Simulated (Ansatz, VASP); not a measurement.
## PbO in VASP and in Ansatz

INCAR

```
PREC = Accurate ; ENCUT = 520
EDIFF = 1E-7 ; ISMEAR = 0
SIGMA = 0.05 ; LREAL = False
LASPH = True ; NELM = 80
ALGO = Normal ; ISIF = 2
LWAVE = False ; LCHARG = False
GGA = PS ; NBANDS = 28
```

KPOINTS

```
Automatic mesh
0
Gamma
  8 8 6
```

Contents of POSCAR:

```
PbO
1.0
    3.9147840000      0.0000000000      0.0000000000
    0.0000000000      3.9147840000      0.0000000000
    0.0000000000      0.0000000000      5.0220000000
Pb O
2 2
Direct
    0.0000000000      0.5000000000      0.2351000000
    0.5000000000      0.0000000000      0.7649000000
    0.0000000000      0.0000000000      0.0000000000
    0.5000000000      0.5000000000      0.0000000000
```

Input for Ansatz:

```yaml
crystal:
  lattice:
    - [3.914784, 0.0, 0.0]
    - [0.0, 3.914784, 0.0]
    - [0.0, 0.0, 5.022]
  atoms:
    - { symbol: Pb, position: [0.0, 0.5, 0.2351] }
    - { symbol: Pb, position: [0.5, 0.0, 0.7649] }
    - { symbol: O, position: [0.0, 0.0, 0.0] }
    - { symbol: O, position: [0.5, 0.5, 0.0] }
basis:
  ecutwfc: 420
kpoints:
  mp_grid: { grid: [8, 8, 6] }
hamiltonian:
  xc: pbesol
scf:
  occupations: { method: gaussian, width: 0.05 }
output:
  forces: true
  stress: true
  eigenvalues: true
```

Change from the starting cell: strain -0.015 along x and y, +0.000 along z, atoms carried along.

Alike in both runs: task single point; functional PBEsol; k mesh 8 × 8 × 6; occupations gaussian, width 0.05 eV; no spin polarisation.

|  | VASP | Ansatz |
| --- | --- | --- |
| version | VASP 6.6.1 | Ansatz 0.2.0 |
| potentials or method | VASP PAW PBE potentials, release 64 (Pb_d, O), cutoff 520 eV | scalar-relativistic, plane waves, PAW |
| valence electrons in the cell | 40 | 40 |

|  | VASP | Ansatz | Ansatz less VASP |
| --- | --- | --- | --- |
| gap on the k mesh at the Fermi level (eV) | 1.10 | 1.09 | -0.007 |
| least direct gap on the mesh (eV) | 2.30 | 2.32 | +0.016 |
| pressure (GPa) | 4.0 | 3.9 | -0.11 |
| traceless stress, the component that is largest in VASP (GPa) | -0.90 | -0.89 | +0.010 |
| rms of the force components (eV/Å) | 0.222 | 0.202 | -0.0202 |

VASP's potentials were made for PBE, not for PBEsol. Atom by atom the forces differ by 0.020 eV/Å (rms over components).

Spin-orbit coupling is off throughout.
